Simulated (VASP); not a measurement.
Sr3BiN: single point with LDA

Sr3BiN:

```
CELL_PARAMETERS angstrom
5.23494 0.00000 0.00000
0.00000 5.23494 0.00000
0.00000 0.00000 5.18259
ATOMIC_POSITIONS crystal
Sr 0.50000 0.50000 0.00000
Sr 0.00000 0.50000 0.50000
Sr 0.50000 0.00000 0.50000
Bi 0.00000 0.00000 0.00000
N 0.50000 0.50000 0.50000
```

```json
{"Program": "VASP 6.6.1", "Task": "single point", "Functional": "LDA", "Potentials or basis": "VASP PAW LDA potentials, release 64 (Sr_sv, Bi_d, N)", "Cutoff": "520 eV", "k mesh": "7 × 7 × 7", "Occupations": "methfessel-paxton, width 0.1 eV", "Spin": "no spin polarisation"}
```

| Property | Result |
| --- | --- |
| Pressure | -2.7 GPa |
| Band gap on the k mesh | 0.15 eV |

Stress tensor (GPa, compression positive):
```
-2.95  0.00  0.00
 0.00 -2.95  0.00
 0.00  0.00 -2.18
```

Levels at points of the mesh, in eV from the valence-band top:
```csv
k point,band 23,band 24,band 25,band 26,band 27,band 28
"(0.00, 0.00, 0.00)",-0.05,-0.05,0.00,0.15,0.18,0.31
```

Wall time 89 s on 1 thread of Intel(R) Xeon(R) 6975P-C (Granite Rapids) (shared host), peak memory 0.31 GiB.

Caveat: spin-orbit coupling is left out, which moves the levels of the heavy elements; an odd mesh through Γ misses points on the zone boundary, where band edges can lie.
